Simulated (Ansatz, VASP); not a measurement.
## AlCo: VASP beside Ansatz

The input INCAR:

```
PREC     = Accurate       # precision mode
ENCUT    = 520            # plane-wave cutoff, eV
EDIFF    = 1E-7           # SCF threshold, eV
ISMEAR   = 0              # smearing method
SIGMA    = 0.1            # smearing width, eV
LREAL    = False          # projectors in reciprocal space
LASPH    = True           # aspherical terms in the spheres
NELM     = 60             # most SCF steps
ALGO     = Fast           # electronic algorithm
ISIF     = 2              # what is computed and relaxed
LWAVE    = False          # write WAVECAR
LCHARG   = False          # write CHGCAR
GGA      = PE             # functional
NBANDS   = 13             # bands
```

File KPOINTS:

```
regular mesh
0
Gamma
  14 14 14
```

POSCAR

```
AlCo
1.0
    2.8230933387      0.0000000000      0.0000000000
    0.0000000000      2.8230933387      0.0000000000
    0.0000000000      0.0000000000      2.8230933387
Al Co
1 1
Direct
    0.0000000000      0.0000000000      0.0000000000
    0.5000000000      0.5000000000      0.5000000000
```

Input for Ansatz:

```yaml
crystal:
  lattice:
    - [2.8230933387, 0.0, 0.0]
    - [0.0, 2.8230933387, 0.0]
    - [0.0, 0.0, 2.8230933387]
  atoms:
    - { symbol: Al, position: [0.0, 0.0, 0.0] }
    - { symbol: Co, position: [0.5, 0.5, 0.5] }
basis:
  ecutwfc: 420
kpoints:
  mp_grid: { grid: [14, 14, 14] }
hamiltonian:
  xc: pbe
scf:
  occupations: { method: gaussian, width: 0.1 }
output:
  forces: true
  stress: true
  eigenvalues: true
```

Alike in both runs: task single point; functional PBE; k mesh 14 × 14 × 14; occupations gaussian, width 0.1 eV; no spin polarisation.

```csv
,VASP,Ansatz
version,VASP 6.6.1,Ansatz 0.2.0
potentials or method,"VASP PAW PBE potentials, release 64 (Al, Co), cutoff 520 eV","scalar-relativistic, plane waves, PAW"
valence electrons in the cell,12,20
```

```tsv
	VASP	Ansatz	Ansatz less VASP
gap on the k mesh at the Fermi level (eV)	none	none	-
pressure (GPa)	5.5	5.8	+0.32
```

A gap of «none» marks a metal or a gap that the smearing closes. With one functional, cell and mesh, what is left measures potentials, basis and numerics. VASP's potentials hold 12 valence electrons a cell and Ansatz's 20, so a difference there can come from the potentials and not from the codes.
